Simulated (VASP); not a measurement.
Write the native input for VASP 6.6.1 that does the following.

```
Task                   : single point
Functional             : r2SCAN
Potentials or basis    : VASP PAW PBE potentials, release 64 (Al, As)
Cutoff                 : 550 eV
k mesh                 : 8 × 8 × 8
Occupations            : gaussian, width 0.02 eV
Spin                   : no spin polarisation
Dipole correction      : no
Further INCAR settings : ALGO = Normal; EDIFF = 1e-06; NBANDS = 11
```

The system is AlAs (scanat).

```
Al As
1.0
     0.00000    2.83720    2.83720
     2.83720    0.00000    2.83720
     2.83720    2.83720    0.00000
Al As
1 1
Cartesian
  0.0000 0.0000 0.0000
  1.4186 1.4186 1.4186
```

The input as run:

POSCAR

```
AlAs
1.0
    0.0000000000      2.8371986854      2.8371986854
    2.8371986854      0.0000000000      2.8371986854
    2.8371986854      2.8371986854      0.0000000000
Al As
1 1
Direct
    0.0000000000      0.0000000000      0.0000000000
    0.2500000000      0.2500000000      0.2500000000
```

INCAR.step1

```
SYSTEM = AlAs
PREC     = Accurate       ! precision mode
ENCUT    = 550            ! plane-wave cutoff, eV
ISMEAR   = 0              ! smearing method
SIGMA    = 0.02           ! smearing width, eV
LREAL    = .False.        ! projectors in reciprocal space
LASPH    = .True.         ! aspherical terms in the spheres
NELM     = 120            ! most SCF steps
NBANDS   = 11             ! bands
GGA      = PE             ! functional
ALGO     = Normal         ! electronic algorithm
EDIFF    = 1E-5           ! SCF threshold, eV
LWAVE    = .True.         ! write WAVECAR
LCHARG   = .False.        ! write CHGCAR
GGA_COMPAT= .False.
```

INCAR.step2

```
SYSTEM = AlAs
PREC     = Accurate       ! precision mode
ENCUT    = 550            ! plane-wave cutoff, eV
EDIFF    = 1E-6           ! SCF threshold, eV
ISMEAR   = 0              ! smearing method
SIGMA    = 0.02           ! smearing width, eV
LREAL    = .False.        ! projectors in reciprocal space
LASPH    = .True.         ! aspherical terms in the spheres
NELM     = 120            ! most SCF steps
ALGO     = Normal         ! electronic algorithm
ISIF     = 2              ! what is computed and relaxed
LWAVE    = .False.        ! write WAVECAR
LCHARG   = .False.        ! write CHGCAR
METAGGA  = R2SCAN         ! meta-GGA
LMIXTAU  = .True.       
NBANDS   = 11             ! bands
ISTART   = 1            
GGA_COMPAT= .False.
```

KPOINTS

```
regular mesh
0
Gamma
  8 8 8
  0 0 0
```

Potentials or basis: VASP PAW PBE potentials, release 64 (Al, As).

Run with:

```bash
$ cat potpaw_PBE.64/Al/POTCAR potpaw_PBE.64/As/POTCAR > POTCAR
$ cp INCAR.step1 INCAR
$ mpirun -np 1 vasp_std > vasp.out
$ cp INCAR.step2 INCAR
$ mpirun -np 1 vasp_std > vasp.out
```

Results of the run:

* Pressure: 0.1 GPa
* Band gap on the k mesh: 1.80 eV, indirect (least direct gap 2.65 eV)

Caveat: the PAW data sets were made with another functional, which shifts forces and pressure a little.

It took 33 s on 1 thread of AMD EPYC 9R45 (Zen 5) (shared host), peak memory 0.16 GiB.
